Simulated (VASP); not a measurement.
# Ti36H (a cell with a defect) in VASP: single point with PBE

Aim: the single point of Ti36H (a cell with a defect) with PBE.

Program: VASP 6.6.1. These are calculated values, not measurements. Logs are shortened: lines on timing, memory, paths and dates and some standing lists are left out, and cuts for length are marked.

**1. The cell of the first run**

The cell holds a defect, 37 atoms: a = 8.818 Å, b = 8.818 Å, c = 9.297 Å, α = 90.00°, β = 90.00°, γ = 120.00°.

**2. Single point, PBE**

Contents of INCAR:

```
PREC = Accurate
ENCUT = 520
EDIFF = 1E-6
ISMEAR = 1
SIGMA = 0.1
LREAL = Auto
LASPH = T
NELM = 60
ALGO = Normal
ISIF = 2
LWAVE = F
LCHARG = F
GGA = PE
NBANDS = 240
```

Contents of KPOINTS:

```
regular mesh
0
Gamma
  1 1 1
```

Contents of POSCAR:

```
Ti36H
1.0
    8.8180724700      0.0000000900      0.0000000000
   -4.4090363100      7.6366747300      0.0000000000
    0.0000000000      0.0000000000      9.2970418600
Ti H
36 1
Direct
    0.1084517766      0.2204399231      0.1238805867
    0.2201975556      0.1030660606      0.3754593184
    0.1084031051      0.2203820445      0.6275789749
    0.2211760143      0.1114495523      0.8756018444
    0.1115775158      0.5549817348      0.1246791202
    0.2210658655      0.4466197790      0.3754528647
    0.1115624753      0.5548951788      0.6266279197
    0.2214202037      0.4438621651      0.8755996932
    0.1114614040      0.8887712558      0.1246891234
    0.2236096920      0.7767281166      0.3757380092
    0.1114256174      0.8887618276      0.6266620166
    0.2211409746      0.7775232271      0.8758213766
    0.4455752842      0.2209825637      0.1241108750
    0.5589319602      0.1088211793      0.3758694489
    0.4455004758      0.2209551958      0.6272774811
    0.5540204472      0.1114382870      0.8757727590
    0.4459377054      0.5577452374      0.1239460914
    0.5654482271      0.4479006989      0.3754470564
    0.4458858664      0.5576730855      0.6274766843
    0.5541329030      0.4442569666      0.8756000159
    0.4451466981      0.8889856122      0.1253129778
    0.5589738791      0.7804274976      0.3758690186
    0.4449999268      0.8888887114      0.6262282227
    0.5544425811      0.7775490197      0.8757678112
    0.7774515402      0.2213624372      0.1252909278
    0.8872609845      0.1087486307      0.3758735362
    0.7774464440      0.2214048640      0.6262471534
    0.8875333953      0.1108302959      0.8757714682
    0.7779133713      0.5551626958      0.1246893386
    0.8911341718      0.4441666091      0.3757503787
    0.7778290197      0.5551003650      0.6266675022
    0.8879918720      0.4443587085      0.8758265395
    0.7776117590      0.8887554034      0.1252733953
    0.8909762652      0.7769741582      0.3757680188
    0.7776020869      0.8886668832      0.6262559734
    0.8879133412      0.7776198581      0.8758347142
    0.3363572744      0.3323365286      0.3761079118
```

Potentials or basis: VASP PAW PBE potentials, release 64 (Ti_sv, H).

On the command line:

```bash
$ cat potpaw_PBE.64/Ti_sv/POTCAR potpaw_PBE.64/H/POTCAR > POTCAR
$ mpirun -np 1 vasp_gam > vasp.out
```

OUTCAR:

```text
PREC = Accurate
   ENCUT = 520
   EDIFF = 1E-6
   ISMEAR = 1
   LREAL = Auto
   LASPH = T
   NELM = 60
   ISIF = 2
   GGA = PE

 ion  position               nearest neighbor table
   1  0.108  0.220  0.124-  28 2.86   4 2.86   8 2.87  26 2.89   6 2.91
   2  0.220  0.103  0.375-  37 1.75   9 2.85  11 2.85  34 2.89  10 2.89  13 2.90  15 2.91
   3  0.108  0.220  0.628-  28 2.86   4 2.86   8 2.87  26 2.89   6 2.91
   4  0.221  0.111  0.876-   3 2.86   1 2.86  11 2.87   9 2.87  15 2.87  13 2.88
   5  0.112  0.555  0.125-   6 2.86   8 2.87  12 2.87  32 2.88  30 2.88  10 2.88
   6  0.221  0.447  0.375-  37 1.75   5 2.86   7 2.87  30 2.90  10 2.90  17 2.90  19 2.90   1 2.91
                             3 2.91
   7  0.112  0.555  0.627-   8 2.86   6 2.87  12 2.87  30 2.88  32 2.88  10 2.88
   8  0.221  0.444  0.876-   7 2.86   5 2.87   3 2.87   1 2.87  19 2.87  17 2.88
   9  0.111  0.889  0.125-   2 2.85  12 2.86   4 2.87  36 2.88  34 2.88  10 2.89
  10  0.224  0.777  0.376-  23 2.88  21 2.88   7 2.88   5 2.88   2 2.89  11 2.89   9 2.89   6 2.90
[... 6 lines left out ...]
  15  0.446  0.221  0.627-  16 2.85  20 2.87   4 2.87  14 2.90   2 2.91  18 2.91
  16  0.554  0.111  0.876-  13 2.85  15 2.85  21 2.88  23 2.88  25 2.88  27 2.88
  17  0.446  0.558  0.124-  24 2.85  20 2.86   8 2.88  22 2.89   6 2.90
  18  0.565  0.448  0.375-  37 1.75  29 2.84  31 2.84  34 2.89  30 2.89  13 2.91  15 2.91
  19  0.446  0.558  0.627-  24 2.85  20 2.86   8 2.87  22 2.89   6 2.90
  20  0.554  0.444  0.876-  19 2.86  17 2.86  15 2.87  13 2.87  31 2.88  29 2.88
  21  0.445  0.889  0.125-  24 2.87  14 2.87  16 2.88  10 2.88  12 2.88  22 2.88
  22  0.559  0.780  0.376-  35 2.86  33 2.87  23 2.88  21 2.88  19 2.89  17 2.89  26 2.90  14 2.90

  23  0.445  0.889  0.626-  24 2.87  14 2.87  16 2.88  10 2.88  22 2.88  12 2.88
  24  0.554  0.778  0.876-  17 2.85  19 2.85  21 2.87  23 2.87  33 2.88  35 2.88
  25  0.777  0.221  0.125-  14 2.87  28 2.87  32 2.88  16 2.88  26 2.88  30 2.88
  26  0.887  0.109  0.376-  35 2.87  33 2.87  27 2.88  25 2.88   3 2.89   1 2.89  22 2.90  14 2.90
[... 6 lines left out ...]
  31  0.778  0.555  0.627-  18 2.84  32 2.87  36 2.87  20 2.88  34 2.88  30 2.89
  32  0.888  0.444  0.876-  29 2.86  31 2.87   5 2.88  25 2.88   7 2.88  27 2.88
  33  0.778  0.889  0.125-  22 2.87  36 2.87  26 2.87  28 2.87  24 2.88  34 2.89
  34  0.891  0.777  0.376-  11 2.88   9 2.88  31 2.88  29 2.88  18 2.89   2 2.89  35 2.89  33 2.89

  35  0.778  0.889  0.626-  22 2.86  36 2.87  26 2.87  28 2.87  24 2.88  34 2.89
  36  0.888  0.778  0.876-  33 2.87  29 2.87  35 2.87  31 2.87   9 2.88  11 2.88
  37  0.336  0.332  0.376-  18 1.75   2 1.75   6 1.75

  LATTYP: Found a hexagonal cell.
 ALAT       =     8.8180724700
 C/A-ratio  =     1.0543167899

  Lattice vectors:

 A1 = (   8.8180724700,   0.0000000900,   0.0000000000)
 A2 = (  -4.4090363100,   7.6366747300,   0.0000000000)
 A3 = (   0.0000000000,   0.0000000000,   9.2970418600)

Analysis of symmetry for initial positions (statically):
=====================================================================
 Subroutine PRICEL returns:
 Original cell was already a primitive cell.
[... 184 lines left out ...]
   EFERMI_NEDOS =   21; number of points for ismear=-14 and -15
   IALGO  =     38    algorithm
   IMIX   =      4    mixing-type and parameters
     AMIX     =   0.40;   BMIX     =  1.00
     AMIX_MAG =   1.60;   BMIX_MAG =  1.00
  volume/ion in A,a.u.               =      16.92       114.19
  Fermi-wavevector in a.u.,A,eV,Ry     =   1.447760  2.735870 28.517931  2.096009
  Thomas-Fermi vector in A             =   2.565678
   LORBIT       =      0    0 simple, 1 ext, 2 COOP (PROOUT), +10 PAW based schemes
   GGA     = PE    functional components
   LHFCALC =     F    Hartree Fock is set to
   AEXX    =    0.0000 exact exchange contribution
   IVDW    =     0    specifies the selected vdW correction
   LEPSILON=     F    determine dielectric tensor
   LRPA    =     F    only Hartree local field effects (RPA)
 non-spin polarized calculation
 Methfessel and Paxton  Order N= 1 SIGMA  =   0.10
  energy-cutoff  :      520.00
  volume of cell :      626.07
 maximum number of plane-waves:      8424
 NGX is ok and might be reduce to    70
   NGX = 33   NGY = 33   NGZ = 35

 number of electron     433.0000068 magnetization

 Free energy of the ion-electron system (eV)
  ---------------------------------------------------
  ext. energy  EPLUGINS =         0.00000000
  ---------------------------------------------------
  free energy    TOTEN  =      -286.43391498 eV

  energy without entropy =     -286.45842976  energy(sigma->0) =     -286.44208657

 E-fermi :   8.3190     XC(G=0): -11.5054

 val. band max:        8.1559860409   @ k =   0.0000   0.0000   0.0000
 cond. band min:       8.3197969703   @ k =   0.0000   0.0000   0.0000
 fundamental gap:      0.1638109294
 Fermi energy:         8.3189592899

 k-point     1 :       0.0000    0.0000    0.0000
  band No.  band energies     occupation
      1     -48.5102      2.00000
      2     -48.4575      2.00000
      3     -48.4384      2.00000
      4     -48.4361      2.00000
      5     -48.4346      2.00000
      6     -48.4282      2.00000
[... 220 lines left out ...]
    227       8.9050     -0.00000
    228       8.9102     -0.00000
 [bands above 228 left out]

------------------------ aborting loop because EDIFF is reached ----------------------------------------

  FORCE on cell =-STRESS in cart. coord.  units (eV):
  Direction    XX          YY          ZZ          XY          YZ          ZX
  --------------------------------------------------------------------------------------
  -------------------------------------------------------------------------------------
  Total        2.1911034      2.2994358     -8.8503406      0.2602401      0.0182293     -0.0281372
  in kB        5.6072602      5.8844939    -22.6489370      0.6659815      0.0466507     -0.0720061
  external PRESSURE =      -3.7190610 kB  Pullay stress =       0.0000000 kB

 VOLUME and BASIS-vectors are now :
 -----------------------------------------------------------------------------
  energy-cutoff  :      520.00
  volume of cell :      626.07
      direct lattice vectors                 reciprocal lattice vectors
     8.818072470  0.000000090  0.000000000     0.113403467  0.065473524  0.000000000
    -4.409036310  7.636674730  0.000000000    -0.000000001  0.130947046  0.000000000
     0.000000000  0.000000000  9.297041860     0.000000000  0.000000000  0.107561095

 POSITION                                       TOTAL-FORCE (eV/Angst)
 -----------------------------------------------------------------------------------
     -0.01559      1.68343      1.15172        -0.007068     -0.005652      0.009027
      1.48730      0.78708      3.49066        -0.010066     -0.039200      0.000769
     -0.01577      1.68299      5.83463         0.003762     -0.002375     -0.003749
      1.45896      0.85110      8.14051         0.008843      0.011597      0.001153
     -1.46304      4.23821      1.15915         0.004703      0.003923      0.004939
     -0.01979      3.41069      3.49060        -0.051203      0.015147      0.003014
[... 29 lines left out ...]
      4.40113      5.93843      8.14267         0.005802     -0.003032     -0.012315
      1.50074      2.53795      3.49669         0.003627     -0.000711      0.009469
 -----------------------------------------------------------------------------------
    total drift:                               -0.089696     -0.030245     -0.052318

  FREE ENERGIE OF THE ION-ELECTRON SYSTEM (eV)
  ---------------------------------------------------
  free  energy   TOTEN  =      -286.4339149803 eV

  energy  without entropy=     -286.4584297555  energy(sigma->0) =     -286.44208657
```

OSZICAR:

```text
N       E                     dE             d eps       ncg     rms          rms(c)
DAV:   1     0.853871610909E+04    0.85387E+04   -0.23839E+05   496   0.246E+03
DAV:   2     0.110451732468E+04   -0.74342E+04   -0.73752E+04   480   0.841E+02
DAV:   3     0.296138962898E+02   -0.10749E+04   -0.10336E+04   632   0.279E+02
[... 14 lines left out ...]
DAV:  18    -0.286433920949E+03   -0.63098E-05   -0.15954E-04   656   0.616E-02    0.259E-02
DAV:  19    -0.286433912858E+03    0.80915E-05   -0.70387E-05   600   0.454E-02    0.105E-02
DAV:  20    -0.286433915651E+03   -0.27935E-05   -0.21958E-05   632   0.220E-02    0.812E-03
DAV:  21    -0.286433914580E+03    0.10708E-05   -0.11083E-05   496   0.182E-02    0.253E-03
DAV:  22    -0.286433914980E+03   -0.39993E-06   -0.13467E-06   312   0.612E-03
   1 F= -.28643391E+03 E0= -.28644209E+03  d E =0.245148E-01
```

Run time: 7.3 min. Hardware: 1 thread of Intel Xeon Platinum 8259CL at 2.50GHz (Skylake/Cascade Lake), shared host; peak memory 0.7 GiB.

What came out:

```yaml
Free_energy: -286.4339 eV
Pressure: -0.4 GPa
Largest_force: 0.053 eV/Å
Band_gap_on_the_k_mesh: zero (an odd number of electrons rules out a gap without spin polarisation)
```

Forces on the atoms (eV/Å):
```
Ti  -0.007 -0.006  0.009
Ti  -0.010 -0.039  0.001
Ti   0.004 -0.002 -0.004
Ti   0.009  0.012  0.001
Ti   0.005  0.004  0.005
Ti  -0.051  0.015  0.003
Ti   0.002  0.001 -0.004
Ti  -0.002 -0.005  0.000
Ti   0.008 -0.003  0.011
Ti  -0.012  0.005  0.003
Ti   0.005  0.004  0.005
Ti   0.001 -0.003 -0.014
Ti   0.009 -0.009  0.011
Ti  -0.008  0.001 -0.011
Ti   0.011 -0.007 -0.013
Ti  -0.003  0.011  0.001
Ti  -0.002  0.004  0.008
Ti   0.015  0.024  0.012
Ti   0.005  0.011 -0.004
Ti   0.004  0.003 -0.002
Ti  -0.005  0.005  0.001
Ti  -0.006  0.003 -0.012
Ti   0.002  0.001  0.003
Ti   0.011 -0.006  0.001
Ti   0.004 -0.001  0.000
Ti  -0.004  0.002 -0.011
Ti   0.001 -0.006  0.005
Ti   0.011  0.014 -0.006
Ti   0.003  0.000  0.009
Ti   0.001 -0.001 -0.011
Ti   0.002 -0.009  0.002
Ti  -0.007 -0.009  0.003
Ti  -0.003 -0.005  0.000
Ti  -0.001 -0.005 -0.011
Ti   0.000  0.000  0.012
Ti   0.006 -0.003 -0.012
H    0.004 -0.001  0.009
```

Caveat: the k points lie up to 0.82 Å⁻¹ apart, too coarse for converged energies and pressures of a metal.

The gap in the log of VASP goes by the Fermi energy; the results here count the filled bands.